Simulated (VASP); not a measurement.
# NiO (Fm-3m) in VASP: a series of runs, part 2 of 3

VASP 6.6.1. Earlier steps stand in the parts before.

## 3. Single point, b88 exchange, pbe correlation, collinear spin, ferromagnetic start

This run uses another cell than the first one, of 9.26 Å³/atom.

The input, INCAR:

```
ALGO     = Normal         # electronic algorithm
EDIFF    = 1E-6           # SCF threshold, eV
ENCUT    = 600            # plane-wave cutoff, eV
GGA      = LIBXC          # functional
GGA_COMPAT= False        
ISIF     = 2              # what is computed and relaxed
ISMEAR   = -1             # smearing method
ISPIN    = 2              # spin polarisation
LASPH    = True           # aspherical terms in the spheres
LCHARG   = True           # write CHGCAR
LELF     = True           # ELF
LIBXC1   = GGA_X_B88    
LIBXC2   = GGA_C_PBE    
LMAXMIX  = 4              # l up to which the mixer works
LORBIT   = 11             # projections on sites
LREAL    = False          # projectors in reciprocal space
LVHAR    = True         
LWAVE    = False          # write WAVECAR
MAGMOM   = 1 0            # initial moments
NBANDS   = 19             # bands
NELM     = 200            # most SCF steps
PREC     = Accurate       # precision mode
SIGMA    = 0.05           # smearing width, eV
```

The input, KPOINTS:

```
k-points
0
Gamma
  11 11 11
```

The input, POSCAR:

```
NiO
1.0
    0.0000000000      2.0997159621      2.0997159621
    2.0997159621      0.0000000000      2.0997159621
    2.0997159621      2.0997159621      0.0000000000
Ni O
1 1
Direct
    0.0000000000      0.0000000000      0.0000000000
    0.5000000000      0.5000000000      0.5000000000
```

Potentials or basis: VASP PAW PBE potentials, release 64 (Ni, O).

On the command line:

```sh
> cat potpaw_PBE.64/Ni/POTCAR potpaw_PBE.64/O/POTCAR > POTCAR
> mpirun -np 1 vasp_std > vasp.out
```

OUTCAR:

```text
EDIFF = 1E-6
   ENCUT = 600
   GGA = LIBXC
   ISIF = 2
   ISMEAR = -1
   ISPIN = 2
   LASPH = True
   LORBIT = 11
   LREAL = False
   NELM = 200
   PREC = Accurate

 ion  position               nearest neighbor table
   1  0.000  0.000  0.000-   2 2.10   2 2.10   2 2.10   2 2.10   2 2.10   2 2.10
   2  0.500  0.500  0.500-   1 2.10   1 2.10   1 2.10   1 2.10   1 2.10   1 2.10

  LATTYP: Found a face centered cubic cell.
 ALAT       =     4.1994319242

  Lattice vectors:

 A1 = (   0.0000000000,   2.0997159621,   2.0997159621)
 A2 = (   2.0997159621,   0.0000000000,   2.0997159621)
 A3 = (   2.0997159621,   2.0997159621,   0.0000000000)

[... 1267 lines left out ...]

 VOLUME and BASIS-vectors are now :
 -----------------------------------------------------------------------------
  energy-cutoff  :      600.00
  volume of cell :       18.51
      direct lattice vectors                 reciprocal lattice vectors
     0.000000000  2.099715962  2.099715962    -0.238127446  0.238127446  0.238127446
     2.099715962  0.000000000  2.099715962     0.238127446 -0.238127446  0.238127446
     2.099715962  2.099715962  0.000000000     0.238127446  0.238127446 -0.238127446

 POSITION                                       TOTAL-FORCE (eV/Angst)
 -----------------------------------------------------------------------------------
      0.00000      0.00000      0.00000        -0.000000      0.000000      0.000000
      2.09972      2.09972      2.09972         0.000000     -0.000000     -0.000000
 -----------------------------------------------------------------------------------
    total drift:                                0.000000     -0.000000     -0.000000

  FREE ENERGIE OF THE ION-ELECTRON SYSTEM (eV)
  ---------------------------------------------------
  free  energy   TOTEN  =       -11.2515364372 eV

  energy  without entropy=      -11.2415587275  energy(sigma->0) =      -11.24654758

 total charge

# of ion       s       p       d       tot
------------------------------------------
    1        0.326   0.392   8.236   8.954
    2        1.551   3.419   0.000   4.969
--------------------------------------------------
tot          1.877   3.811   8.236  13.923

 magnetization (x)

# of ion       s       p       d       tot
------------------------------------------
    1        0.011   0.015   1.423   1.449
    2        0.027   0.241   0.000   0.269
--------------------------------------------------
tot          0.039   0.256   1.423   1.718
```

Run time: 64 s. Hardware: 1 thread of Intel Xeon 8259CL, shared host; peak memory 0.17 GiB.

Results:

```
Free energy                                           : -11.2515 eV
Pressure                                              : 1.1 GPa
Net moment                                            : 1.76 μB per cell
Site moments                                          : Ni +1.45; O +0.27 μB
Valence electrons inside the program's atomic spheres : Ni 8.95; O 4.97
```

Levels at points of the mesh, in eV from the Fermi level:
Spin up:
| k point | band 5 | band 6 | band 7 | band 8 | band 9 | band 10 | band 11 | band 12 | band 13 | band 14 |
| --- | --- | --- | --- | --- | --- | --- | --- | --- | --- | --- |
| (0.00, 0.00, 0.00) | -2.90 | -2.90 | -2.61 | -2.61 | -2.61 | 1.48 | 17.88 | 18.84 | 18.84 | 18.84 |
Spin down:
| k point | band 3 | band 4 | band 5 | band 6 | band 7 | band 8 | band 9 | band 10 | band 11 | band 12 |
| --- | --- | --- | --- | --- | --- | --- | --- | --- | --- | --- |
| (0.00, 0.00, 0.00) | -2.38 | -2.38 | -1.81 | -1.81 | -1.81 | -0.54 | -0.54 | 1.84 | 17.83 | 19.05 |

Caveat: the PAW data sets were made with another functional, which shifts forces and pressure a little; a cell with one magnetic atom can't hold antiferromagnetic order, which such compounds often take; semilocal functionals often make such compounds metallic where correlation or magnetic order opens a gap, which also shifts bond lengths.

## 4. Single point, b88 exchange, pbe correlation, collinear spin, ferromagnetic start

This run uses another cell than the first one, of 9.44 Å³/atom.

The input, INCAR:

```
  PREC = Accurate
  ENCUT = 600
  EDIFF = 1E-6
  ISMEAR = -1
  SIGMA = 0.05
  LREAL = F
  LASPH = T
  NELM = 200
  ALGO = Normal
  ISIF = 2
  LWAVE = F
  LCHARG = T
  ISPIN = 2
  MAGMOM = 1 0
  LORBIT = 11
  LMAXMIX = 4
  GGA = LIBXC
  LIBXC1 = GGA_X_B88
  LIBXC2 = GGA_C_PBE
  LELF = T
  LVHAR = T
  NBANDS = 19
  GGA_COMPAT = F
```

The input, KPOINTS:

```
regular mesh
0
Gamma
  11 11 11
```

The input, POSCAR:

```
NiO
1.0
    0.0000000000      2.1133508634      2.1133508634
    2.1133508634      0.0000000000      2.1133508634
    2.1133508634      2.1133508634      0.0000000000
Ni O
1 1
Direct
    0.0000000000      0.0000000000      0.0000000000
    0.5000000000      0.5000000000      0.5000000000
```

Potentials or basis: VASP PAW PBE potentials, release 64 (Ni, O).

On the command line:

```sh
> cat potpaw_PBE.64/Ni/POTCAR potpaw_PBE.64/O/POTCAR > POTCAR
> mpirun -np 1 vasp_std > vasp.out
```

OUTCAR:

```text
PREC = Accurate
   ENCUT = 600
   EDIFF = 1E-6
   ISMEAR = -1
   LREAL = F
   LASPH = T
   NELM = 200
   ISIF = 2
   ISPIN = 2
   LORBIT = 11
   GGA = LIBXC

 ion  position               nearest neighbor table
   1  0.000  0.000  0.000-   2 2.11   2 2.11   2 2.11   2 2.11   2 2.11   2 2.11
   2  0.500  0.500  0.500-   1 2.11   1 2.11   1 2.11   1 2.11   1 2.11   1 2.11

  LATTYP: Found a face centered cubic cell.
 ALAT       =     4.2267017268

  Lattice vectors:

 A1 = (   0.0000000000,   2.1133508634,   2.1133508634)
 A2 = (   2.1133508634,   0.0000000000,   2.1133508634)
 A3 = (   2.1133508634,   2.1133508634,   0.0000000000)

Analysis of symmetry for initial positions (statically):
=====================================================================
 Subroutine PRICEL returns:
 Original cell was already a primitive cell.

 Routine SETGRP: Setting up the symmetry group for a
 face centered cubic supercell.
[... 724 lines left out ...]
      2       5.0135      1.00000
      3       5.0135      1.00000
      4       5.0135      1.00000
      5       5.5193      1.00000
      6       5.5195      1.00000
[... 517 lines left out ...]
     18      38.0860      0.00000
     19      38.9765      0.00000

 [... further k-points ...]

------------------------ aborting loop because EDIFF is reached ----------------------------------------

  FORCE on cell =-STRESS in cart. coord.  units (eV):
  Direction    XX          YY          ZZ          XY          YZ          ZX
  --------------------------------------------------------------------------------------
  -------------------------------------------------------------------------------------
  Total       -0.2542812     -0.2542812     -0.2542812     -0.0000000      0.0000000     -0.0000000
  in kB      -21.5814186    -21.5814186    -21.5814186     -0.0000000      0.0000000     -0.0000000
  external PRESSURE =     -21.5814186 kB  Pullay stress =       0.0000000 kB

 VOLUME and BASIS-vectors are now :
 -----------------------------------------------------------------------------
  energy-cutoff  :      600.00
  volume of cell :       18.88
      direct lattice vectors                 reciprocal lattice vectors
     0.000000000  2.113350863  2.113350863    -0.236591097  0.236591097  0.236591097
     2.113350863  0.000000000  2.113350863     0.236591097 -0.236591097  0.236591097
     2.113350863  2.113350863  0.000000000     0.236591097  0.236591097 -0.236591097

 POSITION                                       TOTAL-FORCE (eV/Angst)
 -----------------------------------------------------------------------------------
      0.00000      0.00000      0.00000        -0.000000      0.000000      0.000000
      2.11335      2.11335      2.11335         0.000000      0.000000      0.000000
 -----------------------------------------------------------------------------------
    total drift:                                0.000000     -0.000000     -0.000000

  FREE ENERGIE OF THE ION-ELECTRON SYSTEM (eV)
  ---------------------------------------------------
  free  energy   TOTEN  =       -11.2513429071 eV

  energy  without entropy=      -11.2425812971  energy(sigma->0) =      -11.24696210

 total charge

# of ion       s       p       d       tot
------------------------------------------
    1        0.321   0.378   8.219   8.918
    2        1.550   3.411   0.000   4.961
--------------------------------------------------
tot          1.871   3.789   8.219  13.879

 magnetization (x)

# of ion       s       p       d       tot
------------------------------------------
    1        0.011   0.014   1.457   1.483
    2        0.027   0.252   0.000   0.279
--------------------------------------------------
tot          0.038   0.266   1.457   1.762
```

OSZICAR:

```text
N       E                     dE             d eps       ncg     rms          rms(c)
DAV:   1     0.949349747503E+02    0.94935E+02   -0.77690E+03  4515   0.116E+03
DAV:   2    -0.721401633887E+01   -0.10215E+03   -0.89271E+02  4371   0.256E+02
DAV:   3    -0.133554264556E+02   -0.61414E+01   -0.57888E+01  4909   0.617E+01
DAV:   4    -0.134159278340E+02   -0.60501E-01   -0.60388E-01  4709   0.598E+00
DAV:   5    -0.134168137302E+02   -0.88590E-03   -0.88581E-03  4848   0.724E-01    0.138E+01
DAV:   6    -0.127361762575E+02    0.68064E+00   -0.11825E+01  5611   0.578E+01    0.174E+01
DAV:   7    -0.112603136293E+02    0.14759E+01   -0.52406E+00  5467   0.495E+01    0.584E+00
DAV:   8    -0.112359097538E+02    0.24404E-01   -0.24380E-01  5500   0.858E+00    0.383E+00
DAV:   9    -0.112500795125E+02   -0.14170E-01   -0.57057E-02  6169   0.480E+00    0.134E+00
DAV:  10    -0.112492108685E+02    0.86864E-03   -0.16214E-02  6115   0.187E+00    0.616E-01
DAV:  11    -0.112515867544E+02   -0.23759E-02   -0.18645E-03  5529   0.721E-01    0.332E-01
DAV:  12    -0.112509935676E+02    0.59319E-03   -0.27622E-03  5697   0.145E+00    0.168E-01
DAV:  13    -0.112512638906E+02   -0.27032E-03   -0.42989E-04  4965   0.242E-01    0.137E-01
DAV:  14    -0.112513140061E+02   -0.50116E-04   -0.10340E-04  5540   0.222E-01    0.463E-02
DAV:  15    -0.112513367687E+02   -0.22763E-04   -0.26962E-05  5547   0.577E-02    0.297E-02
DAV:  16    -0.112513427702E+02   -0.60014E-05   -0.88225E-06  5316   0.826E-02    0.398E-03
DAV:  17    -0.112513429071E+02   -0.13692E-06   -0.18183E-06  3451   0.121E-02
   1 F= -.11251343E+02 E0= -.11246962E+02  d E =-.876161E-02  mag=     1.8075
```

Wall time 76 s (1 thread of Intel Xeon 8259CL, shared host); peak memory 0.17 GiB.

What came out:

```yaml
Free_energy: -11.2513 eV
Pressure: -2.2 GPa
Net_moment: 1.81 μB per cell
Site_moments: Ni +1.48; O +0.28 μB
Valence_electrons_inside_the_program's_atomic_spheres: Ni 8.92; O 4.96
```

Caveat: the PAW data sets were made with another functional, which shifts forces and pressure a little; a cell with one magnetic atom can't hold antiferromagnetic order, which such compounds often take; semilocal functionals often make such compounds metallic where correlation or magnetic order opens a gap, which also shifts bond lengths.

[end of part 2 of 3]
